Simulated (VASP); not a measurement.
# Te2Mo (P6_3/mmc) in VASP: a series of runs

The runs below take Te2Mo through single point, with r2SCAN.

Everything below comes from runs of VASP 6.6.1. Logs are shortened: lines on timing, memory, paths and dates and some standing lists are left out, and cuts for length are marked.

**1. The cell of the first run**

It takes space group P6_3/mmc (No. 194, hexagonal). The conventional cell has a = 3.421 Å, b = 3.421 Å, c = 15.065 Å, α = 90.00°, β = 90.00°, γ = 120.00°. Te (site symmetry 3m) has 3 Mo at 2.70 Å and 7 Te at 3.42 to 3.69 Å within 3.7 Å. Within 3.6 Å of Mo (site symmetry -6m2) lie 6 Te at 2.70 Å and 6 Mo at 3.42 Å.

**2. Single point, r2SCAN (biaxial strain in the a-b plane: -4.0 %, then relaxed in part)**

File POSCAR:

```
Te2Mo
1.0
    3.4207231161      0.0000000000      0.0000000000
   -1.7103615580      2.9624331178      0.0000000000
    0.0000000000      0.0000000000     15.0645680074
Te Mo
4 2
Direct
    0.3333333333      0.6666666667      0.6275864514
    0.6666666667      0.3333333333      0.1275864514
    0.6666666667      0.3333333333      0.3724135486
    0.3333333333      0.6666666667      0.8724135486
    0.3333333333      0.6666666667      0.2500000000
    0.6666666667      0.3333333333      0.7500000000
```

File INCAR.step1:

```
PREC = Accurate
ENCUT = 520
ISMEAR = 0
SIGMA = 0.02
LREAL = False
LASPH = True
NELM = 100
NBANDS = 35
GGA = PE
ALGO = Normal
EDIFF = 1E-4
LWAVE = True
LCHARG = False
```

File INCAR.step2:

```
PREC = Accurate
ENCUT = 520
EDIFF = 1E-6
ISMEAR = 0
SIGMA = 0.02
LREAL = False
LASPH = True
NELM = 100
ALGO = Normal
ISIF = 2
LWAVE = False
LCHARG = False
METAGGA = R2SCAN
LMIXTAU = True
NBANDS = 35
ISTART = 1
```

File KPOINTS:

```
Automatic mesh
0
Gamma
  12 12 2
```

Potentials or basis: VASP PAW PBE potentials, release 64 (Te, Mo_sv).

Command:

```bash
cat potpaw_PBE.64/Te/POTCAR potpaw_PBE.64/Mo_sv/POTCAR > POTCAR
cp INCAR.step1 INCAR
mpirun -np 1 vasp_std > vasp.out
cp INCAR.step2 INCAR
mpirun -np 1 vasp_std > vasp.out
```

OUTCAR:

```text
PREC = Accurate
   ENCUT = 520
   EDIFF = 1E-6
   ISMEAR = 0
   LREAL = False
   LASPH = True
   NELM = 100
   ISIF = 2
   METAGGA = R2SCAN
   ISTART = 1

 ion  position               nearest neighbor table
   1  0.333  0.667  0.628-   6 2.70   6 2.70   6 2.70
   2  0.667  0.333  0.128-   5 2.70   5 2.70   5 2.70
   3  0.667  0.333  0.372-   5 2.70   5 2.70   5 2.70
   4  0.333  0.667  0.872-   6 2.70   6 2.70   6 2.70
   5  0.333  0.667  0.250-   2 2.70   3 2.70   2 2.70   3 2.70   2 2.70   3 2.70
   6  0.667  0.333  0.750-   1 2.70   4 2.70   1 2.70   4 2.70   1 2.70   4 2.70

  LATTYP: Found a hexagonal cell.
 ALAT       =     3.4207231161
 C/A-ratio  =     4.4039132944

  Lattice vectors:

 A1 = (   3.4207231161,   0.0000000000,   0.0000000000)
 A2 = (  -1.7103615580,   2.9624331178,   0.0000000000)
 A3 = (   0.0000000000,   0.0000000000,  15.0645680074)

Analysis of symmetry for initial positions (statically):
=====================================================================
 Subroutine PRICEL returns:
 Original cell was already a primitive cell.

 Routine SETGRP: Setting up the symmetry group for a
 hexagonal supercell.

 Subroutine GETGRP returns: Found 24 space group operations
 (whereof 12 operations were pure point group operations)
 out of a pool of 24 trial point group operations.

The static configuration has the point symmetry D_3d.
 The point group associated with its full space group is D_6h.

Analysis of symmetry for dynamics (positions and initial velocities):
=====================================================================
 Subroutine PRICEL returns:
 Original cell was already a primitive cell.

 Routine SETGRP: Setting up the symmetry group for a
 hexagonal supercell.

 Subroutine GETGRP returns: Found 24 space group operations
 (whereof 12 operations were pure point group operations)
 out of a pool of 24 trial point group operations.

The dynamic configuration has the point symmetry D_3d.
 The point group associated with its full space group is D_6h.

 Subroutine INISYM returns: Found 24 space group operations
 (whereof 12 operations are pure point group operations),
 and found     1 'primitive' translations

----------------------------------------------------------------------------------------

                                     Primitive cell

  volume of cell :     152.6593

  direct lattice vectors                    reciprocal lattice vectors
     3.420723116  0.000000000  0.000000000     0.292335850  0.168780182  0.000000000
    -1.710361558  2.962433118  0.000000000     0.000000000  0.337560363  0.000000000
     0.000000000  0.000000000 15.064568007     0.000000000  0.000000000  0.066380928

  length of vectors
     3.420723116  3.420723116 15.064568007     0.337560363  0.337560363  0.066380928

  position of ions in fractional coordinates (direct lattice)
     0.333333333  0.666666667  0.627586451
     0.666666667  0.333333333  0.127586451
     0.666666667  0.333333333  0.372413549
     0.333333333  0.666666667  0.872413549
     0.333333333  0.666666667  0.250000000
     0.666666667  0.333333333  0.750000000

  ion indices of the primitive-cell ions
   primitive index   ion index
                 1           1
                 2           2
                 3           3
                 4           4
                 5           5
                 6           6

----------------------------------------------------------------------------------------

 KPOINTS: Automatic mesh

Automatic generation of k-mesh.
 Grid dimensions read from file:
 generate k-points for:   12   12    2

 Generating k-lattice:

  Cartesian coordinates                     Fractional coordinates (reciprocal lattice)
     0.024361321  0.014065015  0.000000000     0.083333333  0.000000000  0.000000000
     0.000000000  0.028130030  0.000000000     0.000000000  0.083333333  0.000000000
     0.000000000  0.000000000  0.033190464     0.000000000  0.000000000  0.500000000

  Length of vectors
     0.028130030  0.028130030  0.033190464

  Shift w.r.t. Gamma in fractional coordinates (k-lattice)
     0.000000000  0.000000000  0.000000000

 Subroutine IBZKPT returns following result:
 ===========================================

 Found     38 irreducible k-points:

 Following reciprocal coordinates:
            Coordinates               Weight
  0.000000  0.000000  0.000000      1.000000
  0.083333  0.000000  0.000000      6.000000
  0.166667  0.000000  0.000000      6.000000
  0.250000  0.000000  0.000000      6.000000
  0.333333  0.000000  0.000000      6.000000
  0.416667  0.000000  0.000000      6.000000
[... 16 lines left out ...]
  0.250000  0.000000  0.500000      6.000000
  0.333333  0.000000  0.500000      6.000000
 [... further k-points ...]
   k-points           NKPTS =     38   k-points in BZ     NKDIM =     38   number of bands    NBANDS=     35
   number of dos      NEDOS =    301   number of ions     NIONS =      6
   total plane-waves  NPLWV =  87808
   dimension x,y,z NGX =    28 NGY =   28 NGZ =  112
   dimension x,y,z NGXF=    56 NGYF=   56 NGZF=  224
   ions per type =               4   2
   NGX,Y,Z   is equivalent  to a cutoff of  13.61, 13.61, 12.36 a.u.
   NGXF,Y,Z  is equivalent  to a cutoff of  27.22, 27.22, 24.72 a.u.
 SYSTEM =  unknown system
   PREC   = accura    normal or accurate (medium, high low for compatibility)
   ISTART =      1    job   : 0-new  1-cont  2-samecut
   ICHARG =      0    charge: 1-file 2-atom 10-const
   ISPIN  =      1    spin polarized calculation?
   LNONCOLLINEAR =      F non collinear calculations
   LSORBIT =      F    spin-orbit coupling
   LASPH  =      T    aspherical Exc in radial PAW
   ENCUT  =  520.0 eV  38.22 Ry    6.18 a.u.   6.36  6.36 28.01*2*pi/ulx,y,z
   NELM   =    100;   NELMIN=  2; NELMDL=  0     # of ELM steps
   EDIFF  = 0.1E-05   stopping-criterion for ELM
   LREAL  =      F    real-space projection
   EDIFFG = 0.1E-04   stopping-criterion for IOM
   NSW    =      0    number of steps for IOM
   IBRION =     -1    ionic relax: 0-MD 1-quasi-New 2-CG
   NFREE  =      0    steps in history (QN), initial steepest desc. (CG)
   ISIF   =      2    stress and relaxation
   ISYM   =      2    0-nonsym 1-usesym 2-fastsym
   POTIM  = 0.5000    time-step for ionic-motion
   TEBEG  =    0.0;   TEEND  =   0.0 temperature during run
   PSTRESS=    0.0 pullay stress
   NELECT =      52.0000    total number of electrons
   NUPDOWN=      -1.0000    fix difference up-down
   EMIN   =  10.00;   EMAX   =-10.00  energy-range for DOS
   EFERMI =   0.00;   METHOD = LEGACY
   ISMEAR =     0;   SIGMA  =   0.02  broadening in eV -4-tet -1-fermi 0-gaus
   EFERMI_NEDOS =   21; number of points for ismear=-14 and -15
   IALGO  =     38    algorithm
   IMIX   =      4    mixing-type and parameters
     AMIX     =   0.40;   BMIX     =  1.00
     AMIX_MAG =   1.60;   BMIX_MAG =  1.00
  volume/ion in A,a.u.               =      25.44       171.70
  Fermi-wavevector in a.u.,A,eV,Ry     =   1.143321  2.160564 17.785307  1.307183
  Thomas-Fermi vector in A             =   2.280017
   LORBIT       =      0    0 simple, 1 ext, 2 COOP (PROOUT), +10 PAW based schemes
   METAGGA = R2SCAN    functional components
   LHFCALC =     F    Hartree Fock is set to
   AEXX    =    0.0000 exact exchange contribution
   IVDW    =     0    specifies the selected vdW correction
   LEPSILON=     F    determine dielectric tensor
   LRPA    =     F    only Hartree local field effects (RPA)
 non-spin polarized calculation
 Gauss-broadening in eV      SIGMA  =   0.02
  energy-cutoff  :      520.00
  volume of cell :      152.66
 maximum number of plane-waves:      4140
 NGX is ok and might be reduce to    28
   NGX = 13   NGY = 13   NGZ = 57

 number of electron      52.0000000 magnetization

 Free energy of the ion-electron system (eV)
  ---------------------------------------------------
  ext. energy  EPLUGINS =         0.00000000
  ---------------------------------------------------
  free energy    TOTEN  =      -155.40811005 eV

  energy without entropy =     -155.40811005  energy(sigma->0) =     -155.40811005

 E-fermi :   8.0056     XC(G=0): -10.8320

 val. band max:        7.7423246526   @ k =   0.3333   0.3333   0.0000
 cond. band min:       8.6831765028   @ k =   0.2500   0.1667   0.0000
 fundamental gap:      0.9408518502
 Fermi energy:         8.0055825242

 k-point     1 :       0.0000    0.0000    0.0000
  band No.  band energies     occupation
      1     -54.8722      2.00000
      2     -54.8722      2.00000
      3     -28.3801      2.00000
      4     -28.3801      2.00000
      5     -28.1565      2.00000
      6     -28.1565      2.00000
[... 27 lines left out ...]
     34      11.6387      0.00000
     35      13.7033      0.00000

 k-point     2 :       0.0833    0.0000    0.0000
  band No.  band energies     occupation
      1     -54.8711      2.00000
      2     -54.8711      2.00000
      3     -28.3772      2.00000
      4     -28.3772      2.00000
      5     -28.1694      2.00000
      6     -28.1694      2.00000
[... 27 lines left out ...]
     34      11.4218      0.00000
     35      13.8834      0.00000

 k-point     3 :       0.1667    0.0000    0.0000
  band No.  band energies     occupation
      1     -54.8681      2.00000
      2     -54.8681      2.00000
      3     -28.3694      2.00000
      4     -28.3694      2.00000
      5     -28.2045      2.00000
      6     -28.2045      2.00000
[... 27 lines left out ...]
     34      11.5933      0.00000
     35      14.0230      0.00000
[... 723 lines left out ...]
 k-point    23 :       0.2500    0.0000    0.5000
  band No.  band energies     occupation
      1     -54.8640      2.00000
      2     -54.8640      2.00000
      3     -28.3587      2.00000
      4     -28.3587      2.00000
      5     -28.2521      2.00000
      6     -28.2521      2.00000
[... 27 lines left out ...]
     34      11.6226      0.00000
     35      14.4667      0.00000

 k-point    24 :       0.3333    0.0000    0.5000
  band No.  band energies     occupation
      1     -54.8600      2.00000
      2     -54.8600      2.00000
      3     -28.3479      2.00000
      4     -28.3479      2.00000
      5     -28.2992      2.00000
      6     -28.2992      2.00000
[... 27 lines left out ...]
     34      11.6614      0.00000
     35      13.7204      0.00000

 [... further k-points ...]

------------------------ aborting loop because EDIFF is reached ----------------------------------------

  FORCE on cell =-STRESS in cart. coord.  units (eV):
  Direction    XX          YY          ZZ          XY          YZ          ZX
  --------------------------------------------------------------------------------------
  -------------------------------------------------------------------------------------
  Total        6.4655693      6.4655693      0.1660052      0.0000000      0.0000000      0.0000000
  in kB       67.8569282     67.8569282      1.7422443      0.0000000      0.0000000      0.0000000
  external PRESSURE =      45.8187002 kB  Pullay stress =       0.0000000 kB

 VOLUME and BASIS-vectors are now :
 -----------------------------------------------------------------------------
  energy-cutoff  :      520.00
  volume of cell :      152.66
      direct lattice vectors                 reciprocal lattice vectors
     3.420723116  0.000000000  0.000000000     0.292335850  0.168780182  0.000000000
    -1.710361558  2.962433118  0.000000000     0.000000000  0.337560363  0.000000000
     0.000000000  0.000000000 15.064568007     0.000000000  0.000000000  0.066380928

 POSITION                                       TOTAL-FORCE (eV/Angst)
 -----------------------------------------------------------------------------------
     -0.00000      1.97496      9.45432        -0.000000     -0.000000     -0.024721
      1.71036      0.98748      1.92203         0.000000     -0.000000     -0.024721
      1.71036      0.98748      5.61025         0.000000     -0.000000      0.024721
     -0.00000      1.97496     13.14253        -0.000000     -0.000000      0.024721
     -0.00000      1.97496      3.76614        -0.000000      0.000000      0.000000
      1.71036      0.98748     11.29843        -0.000000      0.000000      0.000000
 -----------------------------------------------------------------------------------
    total drift:                               -0.000000      0.000000     -0.000000

  FREE ENERGIE OF THE ION-ELECTRON SYSTEM (eV)
  ---------------------------------------------------
  free  energy   TOTEN  =      -155.4081100527 eV

  energy  without entropy=     -155.4081100527  energy(sigma->0) =     -155.40811005
```

Run time: 5.9 min. Hardware: 1 thread of Intel Xeon 6975P-C (Granite Rapids), shared host; peak memory 0.42 GiB.

What came out:

* Free energy: -155.4081 eV
* Pressure: 4.6 GPa
* Largest force: 0.025 eV/Å
* Band gap on the k mesh: 0.94 eV (least direct gap 1.35 eV)

Forces in eV/Å, atoms in the order of the input:
```
Te   0.000  0.000 -0.025
Te   0.000  0.000 -0.025
Te   0.000  0.000  0.025
Te   0.000  0.000  0.025
Mo   0.000  0.000  0.000
Mo   0.000  0.000  0.000
```

Stress tensor (GPa, compression positive):
```
6.79 0.00 0.00
0.00 6.79 0.00
0.00 0.00 0.17
```

Levels at points of the mesh, in eV from the valence-band top:
```
           k point  band 24  band 25  band 26  band 27  band 28  band 29
(0.00, 0.00, 0.00)    -0.82    -0.82    -0.44     3.53     3.53     3.59
(0.50, 0.00, 0.00)    -0.98    -0.22    -0.09     1.74     1.76     1.79
(0.00, 0.00, 0.50)    -0.82    -0.63    -0.63     3.56     3.56     3.56
(0.50, 0.00, 0.50)    -0.99    -0.16    -0.16     1.75     1.75     1.94
```

Caveat: the cell differs from its parent crystal (biaxial strain in the a-b plane: -4.0 %, then relaxed in part); the stress differs along the axes, from 0 to 7 GPa; the PAW data sets were made with another functional, which shifts forces and pressure a little; spin-orbit coupling is left out, which moves the levels of the heavy elements. A k mesh can miss the band edges.

(Part 1 of 2 ends here.)
